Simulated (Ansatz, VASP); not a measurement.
**GaAs: VASP beside Ansatz**

The input INCAR:

```
ALGO = Normal ; EDIFF = 1E-6
ENCUT = 600 ; GGA = PE
GGA_COMPAT = False ; ISIF = 2
ISMEAR = -1 ; LASPH = True
LCHARG = False ; LREAL = False
LWAVE = False ; NBANDS = 21
NELM = 120 ; PREC = Accurate
SIGMA = 0.02
```

The input KPOINTS:

```
k-points
0
Gamma
  8 8 8
```

File POSCAR:

```
GaAs
1.0
    0.0000000000      2.8330850941      2.8330850941
    2.8330850941      0.0000000000      2.8330850941
    2.8330850941      2.8330850941      0.0000000000
Ga As
1 1
Direct
    0.0000000000      0.0000000000      0.0000000000
    0.2500000000      0.2500000000      0.2500000000
```

Input for Ansatz:

```yaml
crystal:
  lattice:
    - [0.0, 2.8330850941, 2.8330850941]
    - [2.8330850941, 0.0, 2.8330850941]
    - [2.8330850941, 2.8330850941, 0.0]
  atoms:
    - { symbol: Ga, position: [0.0, 0.0, 0.0] }
    - { symbol: As, position: [0.25, 0.25, 0.25] }
kpoints:
  mp_grid: { grid: [8, 8, 8] }
  band_path:
    path:
      - [0.0, 0.0, 0.0]
      - [-0.5, -0.5, 0.0]
      - [-0.375, -0.375, 0.25]
      - [-0.375, 0.0, 0.375]
      - [0.0, 0.0, 0.5]
      - [-0.5, -0.25, 0.25]
    npoints: 1
hamiltonian:
  xc: pbe
scf:
  occupations: { method: fermi_dirac, width: 0.02 }
  n_extra_bands: 4
output:
  forces: true
  stress: true
  eigenvalues: true
```

Alike in both runs: task single point; functional PBE; k mesh 8 × 8 × 8; occupations fermi-dirac, width 0.02 eV; no spin polarisation.

|  | VASP | Ansatz |
| --- | --- | --- |
| version | VASP 6.6.1 | Ansatz 0.2.0 |
| potentials or method | VASP PAW PBE potentials, release 64 (Ga_d, As_d) | plane waves, PAW |
| plane-wave cutoff (eV) | 600 | 420 |
| valence electrons in the cell | 28 | 28 |

Ansatz gave:

```
pressure (GPa) : 2.8
```

What did VASP give for the same quantities?

Pressure (GPa): 2.7.

With one functional, cell and mesh, what is left measures potentials, basis and numerics.
